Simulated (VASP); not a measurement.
Runs of VASP 6.6.1 on HfO2. It takes space group P4_2/nmc (No. 137, tetragonal). Conventional cell: a = 3.577 Å, b = 3.577 Å, c = 5.202 Å, α = 90.00°, β = 90.00°, γ = 90.00°. Hf (site symmetry -4m2) has 8 O at 2.06 to 2.39 Å within 2.7 Å. O (site symmetry 2mm) has 4 Hf at 2.06 to 2.39 Å and 6 O at 2.59 to 2.60 Å within 2.7 Å. 

```csv
level,k mesh,smearing,grid for exact exchange (PRECFOCK),share of exact exchange,screening parameter,gap on the mesh (eV),pressure (GPa),largest force (eV/Å)
r2SCAN,6 × 6 × 4,gaussian 0.01 eV,-,-,-,(b),-3.5,0.07
PBEsol,6 × 6 × 4,gaussian 0.01 eV,-,-,-,4.59,-5.1,-
HSE06,4 × 4 × 2,gaussian 0.01 eV,Fast,0.25,0.2079 1/Å,(a),-4.5,0.07
PBEsol,6 × 6 × 4,methfessel-paxton 0.5 eV,-,-,-,4.59,-5.2,0.03
```

Alike in all rows: task single point; potentials or basis VASP PAW PBE potentials, release 64 (Hf_pv, O); no spin polarisation; cell as given; cutoff (eV) 520.

Estimate the missing entries.

(a) 6.29; (b) 5.24.

Caveats: some runs use coarse meshes; the PAW data sets were made with another functional, which shifts forces and pressure a little; spin-orbit coupling is left out, which moves the levels of the heavy elements; the cell stands under tension (at least some runs).

A k mesh can miss the band edges, and the runs leave out spin-orbit coupling on Hf.
